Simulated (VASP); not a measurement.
# Bi (Pm-3n) in VASP: further runs

Bi is run at these levels: revPBE; tasks: single point.

Program: VASP 6.6.1. These are calculated values, not measurements. Logs are shortened: lines on timing, memory, paths and dates and some standing lists are left out, and cuts for length are marked.

## (1) The cell of the first run

The structure is cubic, space group Pm-3n (No. 223). The conventional cell has a = 6.427 Å, b = 6.427 Å, c = 6.427 Å, α = 90.00°, β = 90.00°, γ = 90.00°. Bi (site symmetry m-3) has 12 Bi at 3.59 Å within 4.7 Å. Bi (site symmetry -4m2) has 14 Bi at 3.21 to 3.94 Å within 4.2 Å.

## (2) Single point, revPBE

The input, INCAR:

```
SYSTEM = Bi
PREC = Accurate ; ENCUT = 520
EDIFF = 1E-6 ; ISMEAR = -1
SIGMA = 0.1 ; LREAL = .False.
LASPH = .True. ; NELM = 80
ALGO = Normal ; ISIF = 2
LWAVE = .False. ; LCHARG = .False.
GGA = RE ; NBANDS = 70
```

The input, KPOINTS:

```
regular mesh
0
Gamma
  4 4 4
  0 0 0
```

The input, POSCAR:

```
Bi
1.0
    6.4268723458      0.0000000000      0.0000000000
    0.0000000000      6.4268723458      0.0000000000
    0.0000000000      0.0000000000      6.4268723458
Bi
8
Direct
    0.0000000000      0.0000000000      1.0000000000
    0.5000000000      0.5000000000      0.5000000000
    0.2500000000      0.0000000000      0.5000000000
    0.7500000000      1.0000000000      0.5000000000
    0.5000000000      0.2500000000      0.0000000000
    0.5000000000      0.7500000000      1.0000000000
    1.0000000000      0.5000000000      0.2500000000
    1.0000000000      0.5000000000      0.7500000000
```

Potentials or basis: VASP PAW PBE potentials, release 64 (Bi_d).

Run with:

```console
> cat potpaw_PBE.64/Bi_d/POTCAR > POTCAR
> mpirun -np 1 vasp_std > vasp.out
```

OUTCAR:

```text
SYSTEM = Bi
   PREC = Accurate
   ENCUT = 520
   EDIFF = 1E-6
   ISMEAR = -1
   LREAL = .False.
   LASPH = .True.
   NELM = 80
   ISIF = 2
   GGA = RE

 ion  position               nearest neighbor table
   1  0.000  0.000  0.000-   3 3.59   4 3.59   5 3.59   6 3.59   7 3.59   8 3.59   3 3.59   4 3.59
                             7 3.59   8 3.59   5 3.59   6 3.59
   2  0.500  0.500  0.500-   3 3.59   4 3.59   5 3.59   6 3.59   7 3.59   8 3.59   5 3.59   6 3.59
                             3 3.59   4 3.59   7 3.59   8 3.59
   3  0.250  0.000  0.500-   4 3.21   4 3.21   1 3.59   1 3.59   2 3.59   2 3.59
   4  0.750  0.000  0.500-   3 3.21   3 3.21   1 3.59   1 3.59   2 3.59   2 3.59
   5  0.500  0.250  0.000-   6 3.21   6 3.21   1 3.59   2 3.59   2 3.59   1 3.59
   6  0.500  0.750  0.000-   5 3.21   5 3.21   1 3.59   2 3.59   2 3.59   1 3.59
   7  0.000  0.500  0.250-   8 3.21   8 3.21   1 3.59   2 3.59   1 3.59   2 3.59
   8  0.000  0.500  0.750-   7 3.21   7 3.21   1 3.59   2 3.59   1 3.59   2 3.59

  LATTYP: Found a simple cubic cell.
 ALAT       =     6.4268723458

  Lattice vectors:

 A1 = (   6.4268723458,   0.0000000000,   0.0000000000)
 A2 = (   0.0000000000,   6.4268723458,   0.0000000000)
 A3 = (   0.0000000000,   0.0000000000,   6.4268723458)

Analysis of symmetry for initial positions (statically):
=====================================================================
 Subroutine PRICEL returns:
 Original cell was already a primitive cell.

 Routine SETGRP: Setting up the symmetry group for a
 simple cubic supercell.

 Subroutine GETGRP returns: Found 48 space group operations
 (whereof 24 operations were pure point group operations)
 out of a pool of 48 trial point group operations.

The static configuration has the point symmetry T_h .
 The point group associated with its full space group is O_h .

Analysis of symmetry for dynamics (positions and initial velocities):
=====================================================================
 Subroutine PRICEL returns:
 Original cell was already a primitive cell.

 Routine SETGRP: Setting up the symmetry group for a
 simple cubic supercell.

 Subroutine GETGRP returns: Found 48 space group operations
 (whereof 24 operations were pure point group operations)
 out of a pool of 48 trial point group operations.

The dynamic configuration has the point symmetry T_h .
 The point group associated with its full space group is O_h .

 Subroutine INISYM returns: Found 48 space group operations
 (whereof 24 operations are pure point group operations),
 and found     1 'primitive' translations

----------------------------------------------------------------------------------------

                                     Primitive cell

  volume of cell :     265.4600

  direct lattice vectors                    reciprocal lattice vectors
     6.426872346  0.000000000  0.000000000     0.155596680  0.000000000  0.000000000
     0.000000000  6.426872346  0.000000000     0.000000000  0.155596680  0.000000000
     0.000000000  0.000000000  6.426872346     0.000000000  0.000000000  0.155596680

  length of vectors
     6.426872346  6.426872346  6.426872346     0.155596680  0.155596680  0.155596680

  position of ions in fractional coordinates (direct lattice)
     0.000000000  0.000000000  0.000000000
     0.500000000  0.500000000  0.500000000
     0.250000000  0.000000000  0.500000000
     0.750000000  0.000000000  0.500000000
     0.500000000  0.250000000  0.000000000
     0.500000000  0.750000000  0.000000000
     0.000000000  0.500000000  0.250000000
     0.000000000  0.500000000  0.750000000

  ion indices of the primitive-cell ions
   primitive index   ion index
                 1           1
                 2           2
                 3           3
                 4           4
                 5           5
                 6           6
                 7           7
                 8           8

----------------------------------------------------------------------------------------

 KPOINTS: regular mesh

Automatic generation of k-mesh.
 Grid dimensions read from file:
 generate k-points for:    4    4    4

 Generating k-lattice:

  Cartesian coordinates                     Fractional coordinates (reciprocal lattice)
     0.038899170  0.000000000  0.000000000     0.250000000  0.000000000  0.000000000
     0.000000000  0.038899170  0.000000000     0.000000000  0.250000000  0.000000000
     0.000000000  0.000000000  0.038899170     0.000000000  0.000000000  0.250000000

  Length of vectors
     0.038899170  0.038899170  0.038899170

  Shift w.r.t. Gamma in fractional coordinates (k-lattice)
     0.000000000  0.000000000  0.000000000

 Subroutine IBZKPT returns following result:
 ===========================================

 Found     10 irreducible k-points:

 Following reciprocal coordinates:
            Coordinates               Weight
  0.000000  0.000000  0.000000      1.000000
  0.250000  0.000000  0.000000      6.000000
  0.500000  0.000000  0.000000      3.000000
  0.250000  0.250000  0.000000     12.000000
  0.500000  0.250000  0.000000     12.000000
  0.500000  0.500000  0.000000      3.000000
  0.250000  0.250000  0.250000      8.000000
  0.500000  0.250000  0.250000     12.000000
  0.500000  0.500000  0.250000      6.000000
  0.500000  0.500000  0.500000      1.000000
   k-points           NKPTS =     10   k-points in BZ     NKDIM =     10   number of bands    NBANDS=     70
   number of dos      NEDOS =    301   number of ions     NIONS =      8
   total plane-waves  NPLWV = 110592
   dimension x,y,z NGX =    48 NGY =   48 NGZ =   48
   dimension x,y,z NGXF=    96 NGYF=   96 NGZF=   96
   ions per type =               8
   NGX,Y,Z   is equivalent  to a cutoff of  12.42, 12.42, 12.42 a.u.
   NGXF,Y,Z  is equivalent  to a cutoff of  24.83, 24.83, 24.83 a.u.
 SYSTEM =  Bi
   PREC   = accura    normal or accurate (medium, high low for compatibility)
   ISTART =      0    job   : 0-new  1-cont  2-samecut
   ICHARG =      2    charge: 1-file 2-atom 10-const
   ISPIN  =      1    spin polarized calculation?
   LNONCOLLINEAR =      F non collinear calculations
   LSORBIT =      F    spin-orbit coupling
   LASPH  =      T    aspherical Exc in radial PAW
   ENCUT  =  520.0 eV  38.22 Ry    6.18 a.u.  11.95 11.95 11.95*2*pi/ulx,y,z
   NELM   =     80;   NELMIN=  2; NELMDL= -5     # of ELM steps
   EDIFF  = 0.1E-05   stopping-criterion for ELM
   LREAL  =      F    real-space projection
   EDIFFG = 0.1E-04   stopping-criterion for IOM
   NSW    =      0    number of steps for IOM
   IBRION =     -1    ionic relax: 0-MD 1-quasi-New 2-CG
   NFREE  =      0    steps in history (QN), initial steepest desc. (CG)
   ISIF   =      2    stress and relaxation
   ISYM   =      2    0-nonsym 1-usesym 2-fastsym
   POTIM  = 0.5000    time-step for ionic-motion
   TEBEG  =    0.0;   TEEND  =   0.0 temperature during run
   PSTRESS=    0.0 pullay stress
   NELECT =     120.0000    total number of electrons
   NUPDOWN=      -1.0000    fix difference up-down
   EMIN   =  10.00;   EMAX   =-10.00  energy-range for DOS
   EFERMI =   0.00;   METHOD = LEGACY
   ISMEAR =    -1;   SIGMA  =   0.10  broadening in eV -4-tet -1-fermi 0-gaus
   EFERMI_NEDOS =   21; number of points for ismear=-14 and -15
   IALGO  =     38    algorithm
   IMIX   =      4    mixing-type and parameters
     AMIX     =   0.40;   BMIX     =  1.00
     AMIX_MAG =   1.60;   BMIX_MAG =  1.00
  volume/ion in A,a.u.               =      33.18       223.93
  Fermi-wavevector in a.u.,A,eV,Ry     =   1.256422  2.374294 21.478110  1.578597
  Thomas-Fermi vector in A             =   2.390131
   LORBIT       =      0    0 simple, 1 ext, 2 COOP (PROOUT), +10 PAW based schemes
   GGA     = RE    functional components
   LHFCALC =     F    Hartree Fock is set to
   AEXX    =    0.0000 exact exchange contribution
   IVDW    =     0    specifies the selected vdW correction
   LEPSILON=     F    determine dielectric tensor
   LRPA    =     F    only Hartree local field effects (RPA)
 non-spin polarized calculation
  energy-cutoff  :      520.00
  volume of cell :      265.46
 maximum number of plane-waves:      7208
 NGX is ok and might be reduce to    48
   NGX = 23   NGY = 23   NGZ = 23

 number of electron     120.0000090 magnetization

 Free energy of the ion-electron system (eV)
  ---------------------------------------------------
  ext. energy  EPLUGINS =         0.00000000
  ---------------------------------------------------
  free energy    TOTEN  =       -26.49642864 eV

  energy without entropy =      -26.24863706  energy(sigma->0) =      -26.37253285

 E-fermi :   7.3835     XC(G=0):  -9.9259

 val. band max:        7.3818617849   @ k =   0.5000   0.5000   0.2500
 cond. band min:       7.3864431502   @ k =   0.2500   0.2500   0.0000
 fundamental gap:      0.0045813654
 Fermi energy:         7.3835120476

 k-point     1 :       0.0000    0.0000    0.0000
  band No.  band energies     occupation
      1     -15.9081      2.00000
      2     -15.9043      2.00000
      3     -15.9043      2.00000
      4     -15.8537      2.00000
      5     -15.8537      2.00000
      6     -15.8278      2.00000
[... 62 lines left out ...]
     69      10.0835      0.00000
     70      12.5930      0.00000

 k-point     2 :       0.2500    0.0000    0.0000
  band No.  band energies     occupation
      1     -15.9060      2.00000
      2     -15.9040      2.00000
      3     -15.8665      2.00000
      4     -15.8495      2.00000
      5     -15.8454      2.00000
      6     -15.8441      2.00000
[... 62 lines left out ...]
     69      10.2023      0.00000
     70      10.5968      0.00000

 k-point     3 :       0.5000    0.0000    0.0000
  band No.  band energies     occupation
      1     -15.9044      2.00000
      2     -15.9044      2.00000
      3     -15.8559      2.00000
      4     -15.8559      2.00000
      5     -15.8440      2.00000
      6     -15.8440      2.00000
[... 62 lines left out ...]
     69      10.5607      0.00000
     70      10.5607      0.00000

 k-point     4 :       0.2500    0.2500    0.0000
  band No.  band energies     occupation
      1     -15.9044      2.00000
      2     -15.8662      2.00000
      3     -15.8631      2.00000
      4     -15.8491      2.00000
      5     -15.8467      2.00000
      6     -15.8446      2.00000
[... 62 lines left out ...]
     69      10.1501      0.00000
     70      10.2803      0.00000

 k-point     5 :       0.5000    0.2500    0.0000
  band No.  band energies     occupation
      1     -15.9038      2.00000
      2     -15.8645      2.00000
      3     -15.8568      2.00000
      4     -15.8547      2.00000
      5     -15.8477      2.00000
      6     -15.8437      2.00000
[... 62 lines left out ...]
     69      10.1222      0.00000
     70      10.4606      0.00000

 k-point     6 :       0.5000    0.5000    0.0000
  band No.  band energies     occupation
      1     -15.9033      2.00000
      2     -15.8603      2.00000
      3     -15.8603      2.00000
      4     -15.8520      2.00000
      5     -15.8498      2.00000
      6     -15.8498      2.00000
[... 62 lines left out ...]
     69       9.2221      0.00000
     70      10.3031      0.00000

 k-point     7 :       0.2500    0.2500    0.2500
  band No.  band energies     occupation
      1     -15.8638      2.00000
      2     -15.8638      2.00000
      3     -15.8620      2.00000
      4     -15.8481      2.00000
      5     -15.8481      2.00000
      6     -15.8439      2.00000
[... 62 lines left out ...]
     69       9.5364      0.00000
     70       9.9371      0.00000

 k-point     8 :       0.5000    0.2500    0.2500
  band No.  band energies     occupation
      1     -15.8628      2.00000
      2     -15.8628      2.00000
      3     -15.8539      2.00000
      4     -15.8539      2.00000
      5     -15.8448      2.00000
      6     -15.8448      2.00000
[... 62 lines left out ...]
     69       9.2483      0.00000
     70       9.2483      0.00000

 k-point     9 :       0.5000    0.5000    0.2500
  band No.  band energies     occupation
      1     -15.8630      2.00000
      2     -15.8546      2.00000
      3     -15.8546      2.00000
      4     -15.8490      2.00000
      5     -15.8490      2.00000
      6     -15.8430      2.00000
[... 62 lines left out ...]
     69       9.2986      0.00000
     70       9.6250      0.00000

 k-point    10 :       0.5000    0.5000    0.5000
  band No.  band energies     occupation
      1     -15.8487      2.00000
      2     -15.8487      2.00000
      3     -15.8487      2.00000
      4     -15.8487      2.00000
      5     -15.8436      2.00000
      6     -15.8436      2.00000
[... 62 lines left out ...]
     69       8.1113      0.00138
     70       8.1113      0.00138

------------------------ aborting loop because EDIFF is reached ----------------------------------------

  FORCE on cell =-STRESS in cart. coord.  units (eV):
  Direction    XX          YY          ZZ          XY          YZ          ZX
  --------------------------------------------------------------------------------------
  -------------------------------------------------------------------------------------
  Total       -0.1082171     -0.1082171     -0.1082171      0.0000000      0.0000000      0.0000000
  in kB       -0.6531420     -0.6531420     -0.6531420      0.0000000      0.0000000      0.0000000
  external PRESSURE =      -0.6531420 kB  Pullay stress =       0.0000000 kB

 VOLUME and BASIS-vectors are now :
 -----------------------------------------------------------------------------
  energy-cutoff  :      520.00
  volume of cell :      265.46
      direct lattice vectors                 reciprocal lattice vectors
     6.426872346  0.000000000  0.000000000     0.155596680  0.000000000  0.000000000
     0.000000000  6.426872346  0.000000000     0.000000000  0.155596680  0.000000000
     0.000000000  0.000000000  6.426872346     0.000000000  0.000000000  0.155596680

 POSITION                                       TOTAL-FORCE (eV/Angst)
 -----------------------------------------------------------------------------------
      0.00000      0.00000      0.00000         0.000000     -0.000000      0.000000
      3.21344      3.21344      3.21344         0.000000     -0.000000      0.000000
      1.60672      0.00000      3.21344         0.000000     -0.000000     -0.000000
      4.82015      0.00000      3.21344        -0.000000      0.000000      0.000000
      3.21344      1.60672      0.00000         0.000000     -0.000000     -0.000000
      3.21344      4.82015      0.00000         0.000000      0.000000      0.000000
      0.00000      3.21344      1.60672        -0.000000     -0.000000      0.000000
      0.00000      3.21344      4.82015        -0.000000      0.000000      0.000000
 -----------------------------------------------------------------------------------
    total drift:                                0.000000     -0.000000      0.000000

  FREE ENERGIE OF THE ION-ELECTRON SYSTEM (eV)
  ---------------------------------------------------
  free  energy   TOTEN  =       -26.4964286360 eV

  energy  without entropy=      -26.2486370556  energy(sigma->0) =      -26.37253285
```

Run time: 2.9 min. Hardware: 1 thread of Intel Xeon Platinum 8259CL at 2.50GHz (Skylake/Cascade Lake), shared host; peak memory 0.37 GiB.

Results:

```yaml
Free_energy: -26.4964 eV
Pressure: -0.1 GPa
Band_gap_on_the_k_mesh: zero (bands 60 and 61 overlap by 0.28 eV)
```

Caveat: the PAW data sets were made with another functional, which shifts forces and pressure a little; spin-orbit coupling is left out, which moves the levels of the heavy elements.

## (3) Single point, revPBE

The input, INCAR:

```
PREC = Accurate
ENCUT = 520
EDIFF = 1E-7
ISMEAR = -1
SIGMA = 0.1
LREAL = False
LASPH = True
NELM = 100
ALGO = Normal
ISIF = 2
LWAVE = False
LCHARG = False
GGA = RE
NBANDS = 70
```

The input, KPOINTS:

```
regular mesh
0
Gamma
  5 5 5
```

POSCAR is that of step 2.

Potentials or basis: VASP PAW PBE potentials, release 64 (Bi_d).

Run with:

```console
> cat potpaw_PBE.64/Bi_d/POTCAR > POTCAR
> mpirun -np 1 vasp_std > vasp.out
```

Run time: 3.5 min. Hardware: 1 thread of Intel Xeon Platinum 8259CL at 2.50GHz (Skylake/Cascade Lake), shared host; peak memory 0.37 GiB.

The run converged. Its results:

```
Free energy            : -26.6483 eV
Pressure               : -0.3 GPa
Band gap on the k mesh : zero (bands 60 and 61 overlap by 0.42 eV)
```

Levels at points of the mesh, in eV from the Fermi level:
| k point | band 57 | band 58 | band 59 | band 60 | band 61 | band 62 | band 63 | band 64 |
| --- | --- | --- | --- | --- | --- | --- | --- | --- |
| (0.00, 0.00, 0.00) | -2.31 | -1.20 | -1.20 | -1.20 | 0.83 | 0.83 | 0.83 | 1.29 |

Caveat: the PAW data sets were made with another functional, which shifts forces and pressure a little; spin-orbit coupling is left out, which moves the levels of the heavy elements.

The gap in the log of VASP goes by the Fermi energy; the results here count the filled bands.